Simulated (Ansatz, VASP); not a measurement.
**NaTi2B6: VASP beside Ansatz**

```xyz
9
Lattice="0.0000 3.4617 3.4617 3.4617 0.0000 3.4617 3.4617 3.4617 0.0000" Properties=species:S:1:pos:R:3 pbc="T T T"
Na    0.0000    0.0000    0.0000
Ti    1.7309    1.7309    1.7309
Ti    5.1926    5.1926    5.1926
B     1.6268    3.4617    3.4617
B     5.2967    3.4617    3.4617
B     3.4617    1.6268    3.4617
B     3.4617    5.2967    3.4617
B     3.4617    3.4617    1.6268
B     3.4617    3.4617    5.2967
```

Change from the starting cell: species swapped into the K2SnF6 type (Fm-3m, No. 225).

Alike in both runs: task relaxation of cell and atoms; functional PBE; k mesh 4 × 4 × 4; occupations gaussian, width 0.1 eV; no spin polarisation.

|  | VASP | Ansatz |
| --- | --- | --- |
| version | VASP 6.6.1 | Ansatz 0.2.0 |
| potentials or method | VASP PAW PBE potentials, release 64 (Na_pv, Ti_sv, B), cutoff 600 eV | scalar-relativistic, plane waves, PAW |
| valence electrons in the cell | 49 | 51 |

Ansatz gave:

```
gap on the k mesh at the Fermi level, each at its own relaxed structure (eV) : none
relaxed volume (Å³/atom)                                                     : 9.63
relaxed length of the cell vector where the two differ most in proportion (Å)              : 4.968
```

Problem. Which values does VASP return?

Solution. gap on the k mesh at the Fermi level, each at its own relaxed structure (eV): none; relaxed volume (Å³/atom): 9.68; relaxed length of the cell vector where the two differ most in proportion (Å): 4.975.

A gap of «none» marks a metal or a gap that the smearing closes. VASP's potentials hold 49 valence electrons a cell and Ansatz's 51, so a difference there can come from the potentials and not from the codes.

The k mesh is coarse, so the values compare programs but aren't converged.
